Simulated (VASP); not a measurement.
# MoS2 (P6_3/mmc) in VASP: further runs

MoS2 is run at these levels: PBE; tasks: single point.

Program: VASP 6.6.1. These are calculated values, not measurements. Logs are shortened: lines on timing, memory, paths and dates and some standing lists are left out, and cuts for length are marked.

## 1. The cell of the first run

Symmetry: P6_3/mmc, No. 194, hexagonal system. Conventional cell: a = 3.110 Å, b = 3.110 Å, c = 12.557 Å, α = 90.00°, β = 90.00°, γ = 120.00°. Within 3.2 Å of Mo (site symmetry -6m2) lie 6 S at 2.39 Å and 6 Mo at 3.11 Å. S (site symmetry 3m) has 3 Mo at 2.39 Å and 7 S at 3.11 to 3.15 Å within 3.2 Å.

## 2. Single point, PBE (epitaxial xy strain -2.0%)

The input, INCAR:

```
PREC     = Accurate       # precision mode
ENCUT    = 520            # plane-wave cutoff, eV
EDIFF    = 1E-6           # SCF threshold, eV
ISMEAR   = -1             # smearing method
SIGMA    = 0.02           # smearing width, eV
LREAL    = F              # projectors in reciprocal space
LASPH    = T              # aspherical terms in the spheres
NELM     = 100            # most SCF steps
ALGO     = Normal         # electronic algorithm
ISIF     = 2              # what is computed and relaxed
LWAVE    = F              # write WAVECAR
LCHARG   = F              # write CHGCAR
GGA      = PE             # functional
NBANDS   = 35             # bands
```

The input, KPOINTS:

```
Automatic mesh
0
Gamma
  12 12 2
```

The input, POSCAR:

```
MoS2
1.0
    3.1095595307      0.0000000000      0.0000000000
   -1.5547797654      2.6929575482      0.0000000000
    0.0000000000      0.0000000000     12.5565738830
Mo S
2 4
Direct
    0.3333333333      0.6666666667      0.2500000000
    0.6666666667      0.3333333333      0.7500000000
    0.6666666667      0.3333333333      0.3755948661
    0.6666666667      0.3333333333      0.1244051339
    0.3333333333      0.6666666667      0.8755948661
    0.3333333333      0.6666666667      0.6244051339
```

Potentials or basis: VASP PAW PBE potentials, release 64 (Mo_sv, S).

Command:

```bash
> cat potpaw_PBE.64/Mo_sv/POTCAR potpaw_PBE.64/S/POTCAR > POTCAR
> mpirun -np 1 vasp_std > vasp.out
```

OUTCAR:

```text
PREC = Accurate
   ENCUT = 520
   EDIFF = 1E-6
   ISMEAR = -1
   LREAL = F
   LASPH = T
   NELM = 100
   ISIF = 2
   GGA = PE

 ion  position               nearest neighbor table
   1  0.333  0.667  0.250-   3 2.39   4 2.39   3 2.39   4 2.39   3 2.39   4 2.39
   2  0.667  0.333  0.750-   5 2.39   6 2.39   5 2.39   6 2.39   5 2.39   6 2.39
   3  0.667  0.333  0.376-   1 2.39   1 2.39   1 2.39
   4  0.667  0.333  0.124-   1 2.39   1 2.39   1 2.39
   5  0.333  0.667  0.876-   2 2.39   2 2.39   2 2.39
   6  0.333  0.667  0.624-   2 2.39   2 2.39   2 2.39

  LATTYP: Found a hexagonal cell.
 ALAT       =     3.1095595307
 C/A-ratio  =     4.0380554735

  Lattice vectors:

 A1 = (   3.1095595307,   0.0000000000,   0.0000000000)
 A2 = (  -1.5547797654,   2.6929575482,   0.0000000000)
 A3 = (   0.0000000000,   0.0000000000,  12.5565738830)

Analysis of symmetry for initial positions (statically):
=====================================================================
 Subroutine PRICEL returns:
 Original cell was already a primitive cell.

 Routine SETGRP: Setting up the symmetry group for a
 hexagonal supercell.

 Subroutine GETGRP returns: Found 24 space group operations
 (whereof 12 operations were pure point group operations)
 out of a pool of 24 trial point group operations.

The static configuration has the point symmetry D_3d.
 The point group associated with its full space group is D_6h.

Analysis of symmetry for dynamics (positions and initial velocities):
=====================================================================
 Subroutine PRICEL returns:
 Original cell was already a primitive cell.

 Routine SETGRP: Setting up the symmetry group for a
 hexagonal supercell.

 Subroutine GETGRP returns: Found 24 space group operations
 (whereof 12 operations were pure point group operations)
 out of a pool of 24 trial point group operations.

The dynamic configuration has the point symmetry D_3d.
 The point group associated with its full space group is D_6h.

 Subroutine INISYM returns: Found 24 space group operations
 (whereof 12 operations are pure point group operations),
 and found     1 'primitive' translations

----------------------------------------------------------------------------------------

                                     Primitive cell

  volume of cell :     105.1476

  direct lattice vectors                    reciprocal lattice vectors
     3.109559531  0.000000000  0.000000000     0.321588955  0.185669470  0.000000000
    -1.554779765  2.692957548  0.000000000     0.000000000  0.371338939  0.000000000
     0.000000000  0.000000000 12.556573883     0.000000000  0.000000000  0.079639558

  length of vectors
     3.109559531  3.109559531 12.556573883     0.371338939  0.371338939  0.079639558

  position of ions in fractional coordinates (direct lattice)
     0.333333333  0.666666667  0.250000000
     0.666666667  0.333333333  0.750000000
     0.666666667  0.333333333  0.375594866
     0.666666667  0.333333333  0.124405134
     0.333333333  0.666666667  0.875594866
     0.333333333  0.666666667  0.624405134

  ion indices of the primitive-cell ions
   primitive index   ion index
                 1           1
                 2           2
                 3           3
                 4           4
                 5           5
                 6           6

----------------------------------------------------------------------------------------

 KPOINTS: Automatic mesh

Automatic generation of k-mesh.
 Grid dimensions read from file:
 generate k-points for:   12   12    2

 Generating k-lattice:

  Cartesian coordinates                     Fractional coordinates (reciprocal lattice)
     0.026799080  0.015472456  0.000000000     0.083333333  0.000000000  0.000000000
     0.000000000  0.030944912  0.000000000     0.000000000  0.083333333  0.000000000
     0.000000000  0.000000000  0.039819779     0.000000000  0.000000000  0.500000000

  Length of vectors
     0.030944912  0.030944912  0.039819779

  Shift w.r.t. Gamma in fractional coordinates (k-lattice)
     0.000000000  0.000000000  0.000000000

 Subroutine IBZKPT returns following result:
 ===========================================

 Found     38 irreducible k-points:

 Following reciprocal coordinates:
            Coordinates               Weight
  0.000000  0.000000  0.000000      1.000000
  0.083333  0.000000  0.000000      6.000000
  0.166667  0.000000  0.000000      6.000000
  0.250000  0.000000  0.000000      6.000000
  0.333333 -0.000000  0.000000      6.000000
  0.416667  0.000000  0.000000      6.000000
[... 16 lines left out ...]
  0.250000  0.000000  0.500000      6.000000
  0.333333 -0.000000  0.500000      6.000000
 [... further k-points ...]
   k-points           NKPTS =     38   k-points in BZ     NKDIM =     38   number of bands    NBANDS=     35
   number of dos      NEDOS =    301   number of ions     NIONS =      6
   total plane-waves  NPLWV =  55296
   dimension x,y,z NGX =    24 NGY =   24 NGZ =   96
   dimension x,y,z NGXF=    48 NGYF=   48 NGZF=  192
   ions per type =               2   4
   NGX,Y,Z   is equivalent  to a cutoff of  12.83, 12.83, 12.71 a.u.
   NGXF,Y,Z  is equivalent  to a cutoff of  25.66, 25.66, 25.42 a.u.
 SYSTEM =  unknown system
   PREC   = accura    normal or accurate (medium, high low for compatibility)
   ISTART =      0    job   : 0-new  1-cont  2-samecut
   ICHARG =      2    charge: 1-file 2-atom 10-const
   ISPIN  =      1    spin polarized calculation?
   LNONCOLLINEAR =      F non collinear calculations
   LSORBIT =      F    spin-orbit coupling
   LASPH  =      T    aspherical Exc in radial PAW
   ENCUT  =  520.0 eV  38.22 Ry    6.18 a.u.   5.78  5.78 23.35*2*pi/ulx,y,z
   NELM   =    100;   NELMIN=  2; NELMDL= -5     # of ELM steps
   EDIFF  = 0.1E-05   stopping-criterion for ELM
   LREAL  =      F    real-space projection
   EDIFFG = 0.1E-04   stopping-criterion for IOM
   NSW    =      0    number of steps for IOM
   IBRION =     -1    ionic relax: 0-MD 1-quasi-New 2-CG
   NFREE  =      0    steps in history (QN), initial steepest desc. (CG)
   ISIF   =      2    stress and relaxation
   ISYM   =      2    0-nonsym 1-usesym 2-fastsym
   POTIM  = 0.5000    time-step for ionic-motion
   TEBEG  =    0.0;   TEEND  =   0.0 temperature during run
   PSTRESS=    0.0 pullay stress
   NELECT =      52.0000    total number of electrons
   NUPDOWN=      -1.0000    fix difference up-down
   EMIN   =  10.00;   EMAX   =-10.00  energy-range for DOS
   EFERMI =   0.00;   METHOD = LEGACY
   ISMEAR =    -1;   SIGMA  =   0.02  broadening in eV -4-tet -1-fermi 0-gaus
   EFERMI_NEDOS =   21; number of points for ismear=-14 and -15
   IALGO  =     38    algorithm
   IMIX   =      4    mixing-type and parameters
     AMIX     =   0.40;   BMIX     =  1.00
     AMIX_MAG =   1.60;   BMIX_MAG =  1.00
  volume/ion in A,a.u.               =      17.52       118.26
  Fermi-wavevector in a.u.,A,eV,Ry     =   1.294621  2.446480 22.803969  1.676044
  Thomas-Fermi vector in A             =   2.426193
   LORBIT       =      0    0 simple, 1 ext, 2 COOP (PROOUT), +10 PAW based schemes
   GGA     = PE    functional components
[... 5 lines left out ...]
 non-spin polarized calculation
  energy-cutoff  :      520.00
  volume of cell :      105.15
 maximum number of plane-waves:      2858
 NGX is ok and might be reduce to    24
   NGX = 11   NGY = 11   NGZ = 47

 number of electron      52.0000005 magnetization

 Free energy of the ion-electron system (eV)
  ---------------------------------------------------
  ext. energy  EPLUGINS =         0.00000000
  ---------------------------------------------------
  free energy    TOTEN  =       -43.52872861 eV

  energy without entropy =      -43.52872861  energy(sigma->0) =      -43.52872861

 E-fermi :   7.9001     XC(G=0): -10.8829

 val. band max:        7.5192579822   @ k =   0.0000   0.0000   0.0000
 cond. band min:       8.5623914602   @ k =   0.1667   0.1667   0.0000
 fundamental gap:      1.0431334780
 Fermi energy:         7.9001382928

 k-point     1 :       0.0000    0.0000    0.0000
  band No.  band energies     occupation
      1     -53.7342      2.00000
      2     -53.7342      2.00000
      3     -27.9270      2.00000
      4     -27.9270      2.00000
      5     -27.6314      2.00000
      6     -27.6314      2.00000
[... 27 lines left out ...]
     34      10.2716      0.00000
     35      13.6144      0.00000

 k-point     2 :       0.0833    0.0000    0.0000
  band No.  band energies     occupation
      1     -53.7308      2.00000
      2     -53.7308      2.00000
      3     -27.9206      2.00000
      4     -27.9206      2.00000
      5     -27.6638      2.00000
      6     -27.6638      2.00000
[... 27 lines left out ...]
     34      10.2118      0.00000
     35      14.1319      0.00000

 k-point     3 :       0.1667    0.0000    0.0000
  band No.  band energies     occupation
      1     -53.7215      2.00000
      2     -53.7215      2.00000
      3     -27.9031      2.00000
      4     -27.9031      2.00000
      5     -27.7513      2.00000
      6     -27.7513      2.00000
[... 27 lines left out ...]
     34      10.6646      0.00000
     35      15.0757      0.00000
[... 723 lines left out ...]
 k-point    23 :       0.2500    0.0000    0.5000
  band No.  band energies     occupation
      1     -53.7088      2.00000
      2     -53.7088      2.00000
      3     -27.8791      2.00000
      4     -27.8791      2.00000
      5     -27.8691      2.00000
      6     -27.8691      2.00000
[... 27 lines left out ...]
     34      11.0279      0.00000
     35      15.1900      0.00000

 k-point    24 :       0.3333   -0.0000    0.5000
  band No.  band energies     occupation
      1     -53.6961      2.00000
      2     -53.6961      2.00000
      3     -27.9849      2.00000
      4     -27.9849      2.00000
      5     -27.8550      2.00000
      6     -27.8550      2.00000
[... 27 lines left out ...]
     34      11.3123      0.00000
     35      14.5191      0.00000

 [... further k-points ...]

------------------------ aborting loop because EDIFF is reached ----------------------------------------

  FORCE on cell =-STRESS in cart. coord.  units (eV):
  Direction    XX          YY          ZZ          XY          YZ          ZX
  --------------------------------------------------------------------------------------
  -------------------------------------------------------------------------------------
  Total        5.0491583      5.0491583      2.2126887     -0.0000000      0.0000000      0.0000000
  in kB       76.9360759     76.9360759     33.7156366     -0.0000000      0.0000000      0.0000000
  external PRESSURE =      62.5292628 kB  Pullay stress =       0.0000000 kB

 VOLUME and BASIS-vectors are now :
 -----------------------------------------------------------------------------
  energy-cutoff  :      520.00
  volume of cell :      105.15
      direct lattice vectors                 reciprocal lattice vectors
     3.109559531  0.000000000  0.000000000     0.321588955  0.185669470  0.000000000
    -1.554779765  2.692957548  0.000000000     0.000000000  0.371338939  0.000000000
     0.000000000  0.000000000 12.556573883     0.000000000  0.000000000  0.079639558

 POSITION                                       TOTAL-FORCE (eV/Angst)
 -----------------------------------------------------------------------------------
     -0.00000      1.79531      3.13914         0.000000     -0.000000      0.000000
      1.55478      0.89765      9.41743        -0.000000      0.000000      0.000000
      1.55478      0.89765      4.71618        -0.000000      0.000000      0.113765
      1.55478      0.89765      1.56210        -0.000000      0.000000     -0.113765
     -0.00000      1.79531     10.99447         0.000000     -0.000000      0.113765
     -0.00000      1.79531      7.84039         0.000000     -0.000000     -0.113765
 -----------------------------------------------------------------------------------
    total drift:                               -0.000000      0.000000     -0.000000

  FREE ENERGIE OF THE ION-ELECTRON SYSTEM (eV)
  ---------------------------------------------------
  free  energy   TOTEN  =       -43.5287286077 eV

  energy  without entropy=      -43.5287286077  energy(sigma->0) =      -43.52872861
```

Run time: 1.8 min. Hardware: 1 thread of Intel Xeon 6975P-C, shared host; peak memory 0.28 GiB.

What came out:

- Free energy: -43.5287 eV
- Pressure: 6.3 GPa
- Largest force: 0.114 eV/Å
- Band gap on the k mesh: 1.04 eV, indirect (least direct gap 1.87 eV)

Forces on the atoms (eV/Å):
```
Mo   0.000  0.000  0.000
Mo   0.000  0.000  0.000
S    0.000  0.000  0.114
S    0.000  0.000 -0.114
S    0.000  0.000  0.114
S    0.000  0.000 -0.114
```

Stress tensor (GPa, compression positive):
```
7.69 0.00 0.00
0.00 7.69 0.00
0.00 0.00 3.37
```

Caveat: the cell differs from its parent crystal (epitaxial xy strain -2.0%); this functional lacks dispersion, which binds the layers, so the pressure and a relaxed spacing across them are unreliable.

## 3. Single point, PBE (epitaxial xy strain -1.0%)

The input, INCAR:

```
PREC = Accurate ; ENCUT = 520
EDIFF = 1E-7 ; ISMEAR = -1
SIGMA = 0.02 ; LREAL = False
LASPH = True ; NELM = 80
ALGO = Normal ; ISIF = 2
LWAVE = False ; LCHARG = True
GGA = PE ; LELF = True
LVHAR = True ; NBANDS = 35
```

The input, KPOINTS:

```
regular mesh
0
Gamma
  12 12 2
```

The input, POSCAR:

```
MoS2
1.0
    3.1412897300      0.0000000000      0.0000000000
   -1.5706448650      2.7204367068      0.0000000000
    0.0000000000      0.0000000000     12.4980754390
Mo S
2 4
Direct
    0.3333333333      0.6666666667      0.2500000000
    0.6666666667      0.3333333333      0.7500000000
    0.6666666667      0.3333333333      0.3753180843
    0.6666666667      0.3333333333      0.1246819157
    0.3333333333      0.6666666667      0.8753180843
    0.3333333333      0.6666666667      0.6246819157
```

Potentials or basis: VASP PAW PBE potentials, release 64 (Mo_sv, S).

Command:

```bash
> cat potpaw_PBE.64/Mo_sv/POTCAR potpaw_PBE.64/S/POTCAR > POTCAR
> mpirun -np 1 vasp_std > vasp.out
```

OUTCAR:

```text
PREC = Accurate
   ENCUT = 520
   EDIFF = 1E-7
   ISMEAR = -1
   LREAL = False
   LASPH = True
   NELM = 80
   ISIF = 2
   GGA = PE

 ion  position               nearest neighbor table
   1  0.333  0.667  0.250-   3 2.40   4 2.40   3 2.40   4 2.40   3 2.40   4 2.40
   2  0.667  0.333  0.750-   5 2.40   6 2.40   5 2.40   6 2.40   5 2.40   6 2.40
   3  0.667  0.333  0.375-   1 2.40   1 2.40   1 2.40
   4  0.667  0.333  0.125-   1 2.40   1 2.40   1 2.40
   5  0.333  0.667  0.875-   2 2.40   2 2.40   2 2.40
   6  0.333  0.667  0.625-   2 2.40   2 2.40   2 2.40

  LATTYP: Found a hexagonal cell.
[... 1119 lines left out ...]
  -------------------------------------------------------------------------------------
  Total        3.1039498      3.1039498      2.1775786      0.0000000      0.0000000      0.0000000
  in kB       46.5624164     46.5624164     32.6659031      0.0000000      0.0000000      0.0000000
  external PRESSURE =      41.9302453 kB  Pullay stress =       0.0000000 kB

 VOLUME and BASIS-vectors are now :
 -----------------------------------------------------------------------------
  energy-cutoff  :      520.00
  volume of cell :      106.80
      direct lattice vectors                 reciprocal lattice vectors
     3.141289730  0.000000000  0.000000000     0.318340582  0.183794021  0.000000000
    -1.570644865  2.720436707  0.000000000     0.000000000  0.367588041  0.000000000
     0.000000000  0.000000000 12.498075439     0.000000000  0.000000000  0.080012319

 POSITION                                       TOTAL-FORCE (eV/Angst)
 -----------------------------------------------------------------------------------
     -0.00000      1.81362      3.12452         0.000000     -0.000000      0.000000
      1.57064      0.90681      9.37356        -0.000000      0.000000      0.000000
      1.57064      0.90681      4.69075         0.000000      0.000000      0.105621
      1.57064      0.90681      1.55828         0.000000      0.000000     -0.105621
     -0.00000      1.81362     10.93979         0.000000      0.000000      0.105621
     -0.00000      1.81362      7.80732         0.000000      0.000000     -0.105621
 -----------------------------------------------------------------------------------
    total drift:                                0.000000     -0.000000      0.000000

  FREE ENERGIE OF THE ION-ELECTRON SYSTEM (eV)
  ---------------------------------------------------
  free  energy   TOTEN  =       -43.6003519673 eV

  energy  without entropy=      -43.6003519673  energy(sigma->0) =      -43.60035197
```

OSZICAR:

```text
N       E                     dE             d eps       ncg     rms          rms(c)
DAV:   1     0.443706316576E+03    0.44371E+03   -0.29252E+04  2924   0.141E+03
DAV:   2    -0.234523179623E+02   -0.46716E+03   -0.45130E+03  3197   0.368E+02
DAV:   3    -0.460231212142E+02   -0.22571E+02   -0.22142E+02  3263   0.738E+01
DAV:   4    -0.464627450634E+02   -0.43962E+00   -0.43880E+00  3164   0.104E+01
DAV:   5    -0.464708374758E+02   -0.80924E-02   -0.80914E-02  3118   0.143E+00    0.351E+01
DAV:   6    -0.443458115449E+02    0.21250E+01   -0.11881E+01  2900   0.221E+01    0.128E+01
DAV:   7    -0.439740586827E+02    0.37175E+00   -0.56377E+00  2861   0.145E+01    0.834E+00
DAV:   8    -0.435982686948E+02    0.37579E+00   -0.87717E-01  2856   0.634E+00    0.299E+00
DAV:   9    -0.436089081676E+02   -0.10639E-01   -0.10388E-01  3064   0.160E+00    0.136E+00
DAV:  10    -0.436003830025E+02    0.85252E-02   -0.34711E-02  2905   0.125E+00    0.391E-01
DAV:  11    -0.436005155218E+02   -0.13252E-03   -0.19463E-03  2968   0.237E-01    0.218E-01
DAV:  12    -0.436003456415E+02    0.16988E-03   -0.44341E-04  2967   0.122E-01    0.116E-01
DAV:  13    -0.436003475354E+02   -0.18939E-05   -0.17459E-04  3025   0.657E-02    0.748E-03
DAV:  14    -0.436003512506E+02   -0.37152E-05   -0.11959E-05  2986   0.162E-02    0.171E-02
DAV:  15    -0.436003519183E+02   -0.66774E-06   -0.74332E-07  2722   0.383E-03    0.109E-02
DAV:  16    -0.436003519673E+02   -0.48967E-07   -0.76870E-07  2762   0.522E-03
   1 F= -.43600352E+02 E0= -.43600352E+02  d E =-.486860E-12
```

stdout:

```text
POSCAR found type information on POSCAR MoS
 POSCAR found :  2 types and       6 ions
 scaLAPACK will be used
 LDA part: xc-table for (Slater+PW92), standard interpolation
 POSCAR, INCAR and KPOINTS ok, starting setup
 FFT: planning ... GRIDC
 FFT: planning ... GRID_SOFT
 FFT: planning ... GRID
 WAVECAR not read
 entering main loop
```

Run time: 2.2 min. Hardware: 1 thread of Intel Xeon 6975P-C, shared host; peak memory 0.29 GiB.

Results:

```
Free energy            : -43.6004 eV
Pressure               : 4.2 GPa
Largest force          : 0.106 eV/Å
Band gap on the k mesh : 1.00 eV, indirect (least direct gap 1.75 eV)
```

Forces in eV/Å, atoms in the order of the input:
```
Mo   0.000  0.000  0.000
Mo   0.000  0.000  0.000
S    0.000  0.000  0.106
S    0.000  0.000 -0.106
S    0.000  0.000  0.106
S    0.000  0.000 -0.106
```

Stress tensor (GPa, compression positive):
```
4.66 0.00 0.00
0.00 4.66 0.00
0.00 0.00 3.27
```

Caveat: the cell differs from its parent crystal (epitaxial xy strain -1.0%); this functional lacks dispersion, which binds the layers, so the pressure and a relaxed spacing across them are unreliable. A k mesh can miss the band edges.

(Part 1 of 2 ends here.)
